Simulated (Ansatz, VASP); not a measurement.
**Ga: VASP beside Ansatz**

```
Ga
1.0
     1.35337   -4.13039    0.00000
     1.35337    4.13039    0.00000
     0.00000    0.00000    3.20180
Ga
2
Direct
  0.86776 0.13224 0.25000
  0.13224 0.86776 0.75000
```

Alike in both runs: functional PBEsol; k mesh 12 × 12 × 10; occupations fermi-dirac, width 0.05 eV; no spin polarisation.

Ansatz relaxed the structure, and its values are those at the end. VASP's run is a single point on that final structure, the one shown.

|  | VASP | Ansatz |
| --- | --- | --- |
| version | VASP 6.6.1 | Ansatz 0.2.0 |
| potentials or method | VASP PAW PBE potentials, release 64 (Ga_d) | PAW with Ansatz's default frozen-core files, scalar-relativistic |
| plane-wave cutoff (eV) | 520 | 420 |
| valence electrons in the cell | 26 | 26 |

```tsv
	VASP	Ansatz	Ansatz less VASP
pressure (GPa)	0.0	0.0	+0.03
```

VASP's potentials were made for PBE, not for PBEsol. With one functional, cell and mesh, what is left measures potentials, basis and numerics.
